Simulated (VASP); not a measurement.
Wanted: the native input for a VASP 6.6.1 run.

```yaml
Task: relaxation of shape and atoms at fixed volume
Functional: PBE
Potentials_or_basis: VASP PAW PBE potentials, release 64 (Cu, Cl)
Cutoff: 600 eV
k_mesh: 12 × 12 × 12
Occupations: gaussian, width 0.02 eV
Spin: no spin polarisation
Dipole_correction: no
Further_INCAR_settings: ALGO = Normal; EDIFF = 1e-07; IBRION = 2; EDIFFG = -0.01; NSW = 50; ISIF = 4
```

The structure of CuCl lies in POSCAR:

```
CuCl
1.0
    1.9555409473      1.1290320923      3.1930017995
   -1.9555409473      1.1290320923      3.1930017995
    0.0000000000     -2.2580641846      3.1930017996
Cu Cl
1 1
Direct
    0.0085319862      0.0085319862      0.0085319862
    0.7584666838      0.7584666838      0.7584666838
```

These files were run (other wordings do the same):

INCAR

```
ALGO = Normal
EDIFF = 1E-7
EDIFFG = -0.01
ENCUT = 600
GGA = PE
GGA_COMPAT = F
IBRION = 2
ISIF = 4
ISMEAR = 0
LASPH = T
LCHARG = F
LREAL = F
LWAVE = F
NELM = 120
NELMIN = 4
NSW = 50
PREC = Accurate
SIGMA = 0.02
```

KPOINTS

```
k-points
0
Gamma
  12 12 12
```

Potentials or basis: VASP PAW PBE potentials, release 64 (Cu, Cl).

Run with:

```bash
$ cat potpaw_PBE.64/Cu/POTCAR potpaw_PBE.64/Cl/POTCAR > POTCAR
$ mpirun -np 1 vasp_std > vasp.out
```

Results of the run:

| Property | Result |
| --- | --- |
| Pressure after relaxing | -2.3 GPa |
| Band gap on the k mesh | 0.43 eV |

Caveat: semilocal functionals underestimate gaps, and a narrow one can read as zero.

It took 38 s on 1 thread of Intel(R) Xeon(R) 6975P-C (Granite Rapids), with other jobs on the host, peak memory 0.28 GiB.
